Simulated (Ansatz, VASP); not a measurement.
# Pt in VASP and in Ansatz

```
CELL_PARAMETERS angstrom
2.34476 0.00000 0.00000
-1.17238 2.50841 0.00000
0.00000 0.00000 4.78138
ATOMIC_POSITIONS crystal
Pt 0.66667 0.33333 0.75000
Pt 0.33333 0.66667 0.25000
```

Change from the starting cell: normal strain along x -0.1500, normal strain along y +0.0500.

Alike in both runs: task single point; functional PBE; k mesh 18 × 18 × 10; occupations gaussian, width 0.15 eV; no spin polarisation.

|  | VASP | Ansatz |
| --- | --- | --- |
| version | VASP 6.6.1 | Ansatz 0.2.0 |
| potentials or method | VASP PAW PBE potentials, release 64 (Pt), cutoff 520 eV | scalar-relativistic, plane waves, PAW |
| valence electrons in the cell | 20 | 36 |

|  | VASP | Ansatz | Ansatz less VASP |
| --- | --- | --- | --- |
| gap on the k mesh at the Fermi level (eV) | none | none | - |
| pressure (GPa) | 58.7 | 59.6 | +0.83 |
| traceless stress, the component that is largest in VASP (GPa) | 80.37 | 81.41 | +1.036 |
| rms of the force components (eV/Å) | 0.075 | 0.075 | +0.0007 |

Atom by atom the forces differ by 0.001 eV/Å (rms over components). A gap of «none» marks a metal or a gap that the smearing closes. Both programs put the cell under a high pressure, so it lies far from rest at this level. The functional is the same, so the differences come from potentials, cutoffs and numerics. VASP's potentials hold 20 valence electrons a cell and Ansatz's 36, so a difference there can come from the potentials and not from the codes.

Neither program's run includes spin-orbit coupling.
